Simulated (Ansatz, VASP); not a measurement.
One calculation of BN, two programs

The input POSCAR:

```
BN
1.0
    2.5439500113      0.0000000000      0.0000000000
   -1.2719750056      2.2031253357      0.0000000000
    0.0000000000      0.0000000000      4.2078152881
B N
2 2
Direct
    0.3333333333      0.6666666667      0.0002034636
    0.6666666667      0.3333333333      0.5002034636
    0.3333333333      0.6666666667      0.3747965364
    0.6666666667      0.3333333333      0.8747965364
```

Contents of INCAR.step1:

```
SYSTEM = BN
PREC = Accurate
ENCUT = 520
EDIFF = 1E-5
ISMEAR = 0
SIGMA = 0.01
LREAL = .FALSE.
LASPH = .TRUE.
NELM = 120
ALGO = Normal
ISIF = 2
LWAVE = .TRUE.
LCHARG = .FALSE.
NBANDS = 16
GGA = PE
GGA_COMPAT = .FALSE.
```

The input INCAR.step2:

```
SYSTEM = BN
PREC = Accurate
ENCUT = 520
EDIFF = 1E-6
ISMEAR = 0
SIGMA = 0.01
LREAL = .FALSE.
LASPH = .TRUE.
NELM = 120
ALGO = Normal
ISIF = 2
LWAVE = .FALSE.
LCHARG = .FALSE.
GGA = PE
LHFCALC = .TRUE.
AEXX = 0.25
PRECFOCK = Normal
NBANDS = 16
ISTART = 1
GGA_COMPAT = .FALSE.
```

File KPOINTS:

```
regular mesh
0
G
  9 9 4
  0 0 0
```

Input for Ansatz:

```yaml
crystal:
  lattice:
    - [2.5439500113, 0.0, 0.0]
    - [-1.2719750056, 2.2031253357, 0.0]
    - [0.0, 0.0, 4.2078152881]
  atoms:
    - { symbol: B, position: [0.3333333333, 0.6666666667, 0.0002034636] }
    - { symbol: B, position: [0.6666666667, 0.3333333333, 0.5002034636] }
    - { symbol: "N", position: [0.3333333333, 0.6666666667, 0.3747965364] }
    - { symbol: "N", position: [0.6666666667, 0.3333333333, 0.8747965364] }
kpoints:
  mp_grid: { grid: [9, 9, 4] }
  band_path:
    path:
      - [0.0, 0.0, 0.0]
      - [0.5, 0.0, 0.0]
      - [0.3333333333, 0.3333333333, 0.0]
      - [0.0, 0.0, 0.5]
      - [0.5, 0.0, 0.5]
      - [0.3333333333, 0.3333333333, 0.5]
      - [0.1, 0.0, 0.0]
    npoints: 1
hamiltonian:
  xc: pbe0
scf:
  occupations: { method: fixed }
  n_extra_bands: 5
output:
  forces: true
  stress: true
  eigenvalues: true
  write_density: true
  write_potential: true
  elf: true
  volumetric_format: npy
```

Alike in both runs: task single point; functional PBE0; k mesh 9 × 9 × 4; no spin polarisation.

```csv
,VASP,Ansatz
version,VASP 6.6.1,Ansatz 0.2.0
potentials or method,"VASP PAW PBE potentials, release 64 (B, N)","plane waves, PAW"
plane-wave cutoff (eV),520,420
occupations,"gaussian, width 0.01 eV",fixed
valence electrons in the cell,16,16
```

Ansatz gave:

| Item | Value |
| --- | --- |
| gap on the k mesh at the Fermi level (eV) | 7.29 |
| pressure (GPa) | -4.4 |
| traceless stress, the component that is largest in VASP (GPa) | -0.36 |
| rms of the force components (eV/Å) | 0.006 |

Question: Which values does VASP return?

Answer: gap on the k mesh at the Fermi level (eV): 7.28; pressure (GPa): -3.9; traceless stress, the component that is largest in VASP (GPa): -0.38; rms of the force components (eV/Å): 0.005.

Atom by atom the forces differ by 0.002 eV/Å (rms over components). Ansatz's warnings: stress exchange threshold loose, stress scf threshold loose.
